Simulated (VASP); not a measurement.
Input of a VASP 6.6.1 run:

Contents of INCAR:

```
PREC = Accurate ; ENCUT = 520
EDIFF = 1E-6 ; ISMEAR = 0
SIGMA = 0.02 ; LREAL = F
LASPH = T ; NELM = 80
ALGO = Normal ; ISIF = 2
LWAVE = F ; LCHARG = F
GGA = PE ; NBANDS = 31
```

Contents of KPOINTS:

```
Automatic mesh
0
Gamma
  10 10 10
```

Contents of POSCAR:

```
AlGa2P3
1.0
   -1.8874636229      1.8874636229      7.9987359937
    1.8874636229     -1.8874636229      7.9987359937
    1.8874636229      1.8874636229     -7.9987359937
Al Ga P
1 2 3
Direct
    0.5000000000      0.5000000000      0.0000000000
    0.8332495072      0.8332495072      0.0000000000
    0.1667504928      0.1667504928      0.0000000000
    0.4168374428      0.9168374428      0.5000000000
    0.0831625572      0.5831625572      0.5000000000
    0.7500000000      0.2500000000      0.5000000000
```

Potentials or basis: VASP PAW PBE potentials, release 64 (Al, Ga_d, P).

Launch:

```bash
$ cat potpaw_PBE.64/Al/POTCAR potpaw_PBE.64/Ga_d/POTCAR potpaw_PBE.64/P/POTCAR > POTCAR
$ mpirun -np 1 vasp_std > vasp.out
```

(1) Estimate the band gap on the k mesh.

(2) Estimate the pressure.

Answers

(1) 1.47 eV (least direct gap 1.71 eV).

(2) 9.0 GPa.

Caveat: the cell stands under pressure.
